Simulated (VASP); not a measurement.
# BPdRu3 (Pm-3m) in VASP: single point with PBE

Aim: the single point of BPdRu3 with PBE.

All numbers are computed with VASP 6.6.1; they aren't measurements. Logs are shortened: lines on timing, memory, paths and dates and some standing lists are left out, and cuts for length are marked.

## (1) The cell of the first run

It takes space group Pm-3m (No. 221, cubic). The conventional cell has a = 3.852 Å, b = 3.852 Å, c = 3.852 Å, α = 90.00°, β = 90.00°, γ = 90.00°. Within 2.6 Å of B (site symmetry m-3m) lie 6 Ru at 1.93 Å. Within 2.6 Å of Ru (site symmetry 4/mmm) lie 2 B at 1.93 Å. Pd (site symmetry m-3m) has 12 Ru at 2.72 Å and 8 B at 3.34 Å within 3.6 Å.

## (2) Single point, PBE

INCAR reads:

```
  ALGO = Fast
  EDIFF = 1E-7
  ENCUT = 520
  GGA = PE
  ISIF = 2
  ISMEAR = 0
  LASPH = True
  LCHARG = False
  LREAL = False
  LWAVE = False
  NBANDS = 36
  NELM = 80
  PREC = Accurate
  SIGMA = 0.1
```

KPOINTS reads:

```
k-points
0
Gamma
  4 4 4
```

POSCAR reads:

```
BPdRu3
1.0
    3.8518032000      0.0000000000      0.0000000000
    0.0000000000      3.8518032000      0.0000000000
    0.0000000000      0.0000000000      3.8518032000
B Ru Pd
1 3 1
Direct
    0.5000000000      0.5000000000      0.5000000000
    0.0000000000      0.5000000000      0.5000000000
    0.5000000000      0.0000000000      0.5000000000
    0.5000000000      0.5000000000      0.0000000000
    0.0000000000      0.0000000000      0.0000000000
```

Potentials or basis: VASP PAW PBE potentials, release 64 (B, Ru_pv, Pd).

Launch:

```console
> cat potpaw_PBE.64/B/POTCAR potpaw_PBE.64/Ru_pv/POTCAR potpaw_PBE.64/Pd/POTCAR > POTCAR
> mpirun -np 1 vasp_std > vasp.out
```

OUTCAR:

```text
EDIFF = 1E-7
   ENCUT = 520
   GGA = PE
   ISIF = 2
   ISMEAR = 0
   LASPH = True
   LREAL = False
   NELM = 80
   PREC = Accurate

 ion  position               nearest neighbor table
   1  0.500  0.500  0.500-   2 1.93   3 1.93   4 1.93   4 1.93   3 1.93   2 1.93
   2  0.000  0.500  0.500-   1 1.93   1 1.93   4 2.72   5 2.72   4 2.72   5 2.72   3 2.72   5 2.72
                             5 2.72   3 2.72   3 2.72   4 2.72   4 2.72   3 2.72
   3  0.500  0.000  0.500-   1 1.93   1 1.93   4 2.72   5 2.72   4 2.72   5 2.72   2 2.72   2 2.72
                             4 2.72   4 2.72   2 2.72   5 2.72   5 2.72   2 2.72
   4  0.500  0.500  0.000-   1 1.93   1 1.93   3 2.72   5 2.72   2 2.72   2 2.72   3 2.72   3 2.72
                             5 2.72   3 2.72   2 2.72   5 2.72   2 2.72   5 2.72
   5  0.000  0.000  0.000-   2 2.72   3 2.72   4 2.72   2 2.72   3 2.72   2 2.72   4 2.72   2 2.72
                             3 2.72   4 2.72   3 2.72   4 2.72

  LATTYP: Found a simple cubic cell.
 ALAT       =     3.8518032000

  Lattice vectors:

 A1 = (   3.8518032000,   0.0000000000,   0.0000000000)
 A2 = (   0.0000000000,   3.8518032000,   0.0000000000)
 A3 = (   0.0000000000,   0.0000000000,   3.8518032000)

Analysis of symmetry for initial positions (statically):
=====================================================================
 Subroutine PRICEL returns:
 Original cell was already a primitive cell.

 Routine SETGRP: Setting up the symmetry group for a
 simple cubic supercell.

 Subroutine GETGRP returns: Found 48 space group operations
 (whereof 48 operations were pure point group operations)
 out of a pool of 48 trial point group operations.

The static configuration has the point symmetry O_h .

Analysis of symmetry for dynamics (positions and initial velocities):
=====================================================================
 Subroutine PRICEL returns:
 Original cell was already a primitive cell.

 Routine SETGRP: Setting up the symmetry group for a
 simple cubic supercell.

 Subroutine GETGRP returns: Found 48 space group operations
 (whereof 48 operations were pure point group operations)
 out of a pool of 48 trial point group operations.

The dynamic configuration has the point symmetry O_h .

 Subroutine INISYM returns: Found 48 space group operations
 (whereof 48 operations are pure point group operations),
 and found     1 'primitive' translations

----------------------------------------------------------------------------------------

                                     Primitive cell

  volume of cell :      57.1468

  direct lattice vectors                    reciprocal lattice vectors
     3.851803200  0.000000000  0.000000000     0.259618664  0.000000000  0.000000000
     0.000000000  3.851803200  0.000000000     0.000000000  0.259618664  0.000000000
     0.000000000  0.000000000  3.851803200     0.000000000  0.000000000  0.259618664

  length of vectors
     3.851803200  3.851803200  3.851803200     0.259618664  0.259618664  0.259618664

  position of ions in fractional coordinates (direct lattice)
     0.500000000  0.500000000  0.500000000
     0.000000000  0.500000000  0.500000000
     0.500000000  0.000000000  0.500000000
     0.500000000  0.500000000  0.000000000
     0.000000000  0.000000000  0.000000000

  ion indices of the primitive-cell ions
   primitive index   ion index
                 1           1
                 2           2
                 3           3
                 4           4
                 5           5

----------------------------------------------------------------------------------------

 KPOINTS: k-points

Automatic generation of k-mesh.
 Grid dimensions read from file:
 generate k-points for:    4    4    4

 Generating k-lattice:

  Cartesian coordinates                     Fractional coordinates (reciprocal lattice)
     0.064904666  0.000000000  0.000000000     0.250000000  0.000000000  0.000000000
     0.000000000  0.064904666  0.000000000     0.000000000  0.250000000  0.000000000
     0.000000000  0.000000000  0.064904666     0.000000000  0.000000000  0.250000000

  Length of vectors
     0.064904666  0.064904666  0.064904666

  Shift w.r.t. Gamma in fractional coordinates (k-lattice)
     0.000000000  0.000000000  0.000000000

 Subroutine IBZKPT returns following result:
 ===========================================

 Found     10 irreducible k-points:

 Following reciprocal coordinates:
            Coordinates               Weight
  0.000000  0.000000  0.000000      1.000000
  0.250000  0.000000  0.000000      6.000000
  0.500000  0.000000  0.000000      3.000000
  0.250000  0.250000  0.000000     12.000000
  0.500000  0.250000  0.000000     12.000000
  0.500000  0.500000  0.000000      3.000000
  0.250000  0.250000  0.250000      8.000000
  0.500000  0.250000  0.250000     12.000000
  0.500000  0.500000  0.250000      6.000000
  0.500000  0.500000  0.500000      1.000000
   k-points           NKPTS =     10   k-points in BZ     NKDIM =     10   number of bands    NBANDS=     36
   number of dos      NEDOS =    301   number of ions     NIONS =      5
   total plane-waves  NPLWV =  27000
   dimension x,y,z NGX =    30 NGY =   30 NGZ =   30
   dimension x,y,z NGXF=    60 NGYF=   60 NGZF=   60
   ions per type =               1   3   1
   NGX,Y,Z   is equivalent  to a cutoff of  12.95, 12.95, 12.95 a.u.
   NGXF,Y,Z  is equivalent  to a cutoff of  25.90, 25.90, 25.90 a.u.
 SYSTEM =  unknown system
   PREC   = accura    normal or accurate (medium, high low for compatibility)
   ISTART =      0    job   : 0-new  1-cont  2-samecut
   ICHARG =      2    charge: 1-file 2-atom 10-const
   ISPIN  =      1    spin polarized calculation?
   LNONCOLLINEAR =      F non collinear calculations
   LSORBIT =      F    spin-orbit coupling
   LASPH  =      T    aspherical Exc in radial PAW
   ENCUT  =  520.0 eV  38.22 Ry    6.18 a.u.   7.16  7.16  7.16*2*pi/ulx,y,z
   NELM   =     80;   NELMIN=  2; NELMDL= -5     # of ELM steps
   EDIFF  = 0.1E-06   stopping-criterion for ELM
   LREAL  =      F    real-space projection
   EDIFFG = 0.1E-05   stopping-criterion for IOM
   NSW    =      0    number of steps for IOM
   IBRION =     -1    ionic relax: 0-MD 1-quasi-New 2-CG
   NFREE  =      0    steps in history (QN), initial steepest desc. (CG)
   ISIF   =      2    stress and relaxation
   ISYM   =      2    0-nonsym 1-usesym 2-fastsym
   POTIM  = 0.5000    time-step for ionic-motion
   TEBEG  =    0.0;   TEEND  =   0.0 temperature during run
   PSTRESS=    0.0 pullay stress
   NELECT =      55.0000    total number of electrons
   NUPDOWN=      -1.0000    fix difference up-down
   EMIN   =  10.00;   EMAX   =-10.00  energy-range for DOS
   EFERMI =   0.00;   METHOD = LEGACY
   ISMEAR =     0;   SIGMA  =   0.10  broadening in eV -4-tet -1-fermi 0-gaus
   EFERMI_NEDOS =   21; number of points for ismear=-14 and -15
   IALGO  =     68    algorithm
   IMIX   =      4    mixing-type and parameters
     AMIX     =   0.40;   BMIX     =  1.00
     AMIX_MAG =   1.60;   BMIX_MAG =  1.00
  volume/ion in A,a.u.               =      11.43        77.13
  Fermi-wavevector in a.u.,A,eV,Ry     =   1.616336  3.054432 35.545791  2.612542
  Thomas-Fermi vector in A             =   2.710939
   LORBIT       =      0    0 simple, 1 ext, 2 COOP (PROOUT), +10 PAW based schemes
   GGA     = PE    functional components
   LHFCALC =     F    Hartree Fock is set to
   AEXX    =    0.0000 exact exchange contribution
   IVDW    =     0    specifies the selected vdW correction
   LEPSILON=     F    determine dielectric tensor
   LRPA    =     F    only Hartree local field effects (RPA)
 non-spin polarized calculation
 RMM-DIIS sequential band-by-band and
 Gauss-broadening in eV      SIGMA  =   0.10
  energy-cutoff  :      520.00
  volume of cell :       57.15
 maximum number of plane-waves:      1568
 NGX is ok and might be reduce to    30
   NGX = 15   NGY = 15   NGZ = 15

 number of electron      55.0000034 magnetization

 Free energy of the ion-electron system (eV)
  ---------------------------------------------------
  ext. energy  EPLUGINS =         0.00000000
  ---------------------------------------------------
  free energy    TOTEN  =       -36.92015561 eV

  energy without entropy =      -36.90362878  energy(sigma->0) =      -36.91189219

 E-fermi :  13.0253     XC(G=0): -14.1476

 val. band max:       12.8766669168   @ k =   0.2500   0.0000   0.0000
 cond. band min:      13.0564587465   @ k =   0.5000   0.2500   0.0000
 fundamental gap:      0.1797918297
 Fermi energy:        13.0252950194

 k-point     1 :       0.0000    0.0000    0.0000
  band No.  band energies     occupation
      1     -30.5972      2.00000
      2     -30.5972      2.00000
      3     -30.5972      2.00000
      4     -29.9616      2.00000
      5     -29.9616      2.00000
      6     -29.9616      2.00000
[... 28 lines left out ...]
     35      19.3924      0.00000
     36      19.3924      0.00000

 k-point     2 :       0.2500    0.0000    0.0000
  band No.  band energies     occupation
      1     -30.5556      2.00000
      2     -30.5556      2.00000
      3     -30.5154      2.00000
      4     -29.9813      2.00000
      5     -29.9813      2.00000
      6     -29.9669      2.00000
[... 28 lines left out ...]
     35      20.7644      0.00000
     36      20.7644      0.00000

 k-point     3 :       0.5000    0.0000    0.0000
  band No.  band energies     occupation
      1     -30.5069      2.00000
      2     -30.5069      2.00000
      3     -30.3910      2.00000
      4     -30.0843      2.00000
      5     -30.0161      2.00000
      6     -30.0161      2.00000
[... 28 lines left out ...]
     35      22.3808      0.00000
     36      23.2451      0.00000

 k-point     4 :       0.2500    0.2500    0.0000
  band No.  band energies     occupation
      1     -30.6284      2.00000
      2     -30.5115      2.00000
      3     -30.3546      2.00000
      4     -30.1256      2.00000
      5     -29.9899      2.00000
      6     -29.9743      2.00000
[... 28 lines left out ...]
     35      21.7600      0.00000
     36      22.0512      0.00000

 k-point     5 :       0.5000    0.2500    0.0000
  band No.  band energies     occupation
      1     -30.6378      2.00000
      2     -30.4584      2.00000
      3     -30.2223      2.00000
      4     -30.2198      2.00000
      5     -30.0262      2.00000
      6     -30.0171      2.00000
[... 28 lines left out ...]
     35      22.7114      0.00000
     36      23.1419      0.00000

 k-point     6 :       0.5000    0.5000    0.0000
  band No.  band energies     occupation
      1     -30.7045      2.00000
      2     -30.3971      2.00000
      3     -30.2958      2.00000
      4     -30.0652      2.00000
      5     -30.0251      2.00000
      6     -30.0251      2.00000
[... 28 lines left out ...]
     35      22.9604      0.00000
     36      23.6322      0.00000

 k-point     7 :       0.2500    0.2500    0.2500
  band No.  band energies     occupation
      1     -30.7526      2.00000
      2     -30.3257      2.00000
      3     -30.3257      2.00000
      4     -30.1381      2.00000
      5     -30.1020      2.00000
      6     -30.1020      2.00000
[... 28 lines left out ...]
     35      20.6171      0.00000
     36      20.6171      0.00000

 k-point     8 :       0.5000    0.2500    0.2500
  band No.  band energies     occupation
      1     -30.8050      2.00000
      2     -30.2691      2.00000
      3     -30.2292      2.00000
      4     -30.2118      2.00000
      5     -30.1988      2.00000
      6     -30.0684      2.00000
[... 28 lines left out ...]
     35      20.0603      0.00000
     36      21.7320      0.00000

 k-point     9 :       0.5000    0.5000    0.2500
  band No.  band energies     occupation
      1     -30.8940      2.00000
      2     -30.2928      2.00000
      3     -30.2115      2.00000
      4     -30.2115      2.00000
      5     -30.1929      2.00000
      6     -30.0648      2.00000
[... 28 lines left out ...]
     35      21.2419      0.00000
     36      21.2419      0.00000

 k-point    10 :       0.5000    0.5000    0.5000
  band No.  band energies     occupation
      1     -31.0078      2.00000
      2     -30.2898      2.00000
      3     -30.2898      2.00000
      4     -30.2898      2.00000
      5     -30.0645      2.00000
      6     -30.0645      2.00000
[... 28 lines left out ...]
     35      19.8476      0.00000
     36      19.8476      0.00000

------------------------ aborting loop because EDIFF is reached ----------------------------------------

  FORCE on cell =-STRESS in cart. coord.  units (eV):
  Direction    XX          YY          ZZ          XY          YZ          ZX
  --------------------------------------------------------------------------------------
  -------------------------------------------------------------------------------------
  Total       18.8698244     18.8698244     18.8698244      0.0000000      0.0000000      0.0000000
  in kB      529.0371519    529.0371519    529.0371519      0.0000000      0.0000000      0.0000000
  external PRESSURE =     529.0371519 kB  Pullay stress =       0.0000000 kB

 VOLUME and BASIS-vectors are now :
 -----------------------------------------------------------------------------
  energy-cutoff  :      520.00
  volume of cell :       57.15
      direct lattice vectors                 reciprocal lattice vectors
     3.851803200  0.000000000  0.000000000     0.259618664  0.000000000  0.000000000
     0.000000000  3.851803200  0.000000000     0.000000000  0.259618664  0.000000000
     0.000000000  0.000000000  3.851803200     0.000000000  0.000000000  0.259618664

 POSITION                                       TOTAL-FORCE (eV/Angst)
 -----------------------------------------------------------------------------------
      1.92590      1.92590      1.92590         0.000000      0.000000      0.000000
      0.00000      1.92590      1.92590         0.000000      0.000000      0.000000
      1.92590      0.00000      1.92590         0.000000      0.000000      0.000000
      1.92590      1.92590      0.00000         0.000000      0.000000      0.000000
      0.00000      0.00000      0.00000         0.000000      0.000000      0.000000
 -----------------------------------------------------------------------------------
    total drift:                                0.000000      0.000000     -0.000000

  FREE ENERGIE OF THE ION-ELECTRON SYSTEM (eV)
  ---------------------------------------------------
  free  energy   TOTEN  =       -36.9201556069 eV

  energy  without entropy=      -36.9036287770  energy(sigma->0) =      -36.91189219
```

It took 68 s on 1 thread of Intel Xeon 8259CL, shared host; peak memory 0.17 GiB.

What came out:

```yaml
Free_energy: -36.9202 eV
Pressure: 52.9 GPa
```

Levels at points of the mesh, in eV from the Fermi level:
| k point | band 25 | band 26 | band 27 | band 28 | band 29 | band 30 |
| --- | --- | --- | --- | --- | --- | --- |
| (0.00, 0.00, 0.00) | -0.17 | -0.17 | 0.70 | 0.70 | 0.70 | 1.30 |
| (0.50, 0.00, 0.00) | -1.17 | -1.17 | -1.00 | -0.62 | -0.35 | 0.65 |
| (0.50, 0.50, 0.00) | -1.71 | -1.71 | -1.47 | -0.92 | -0.47 | 1.75 |
| (0.50, 0.50, 0.50) | -0.24 | 0.29 | 0.29 | 0.29 | 0.59 | 0.59 |

Caveat: the k points lie up to 0.41 Å⁻¹ apart.
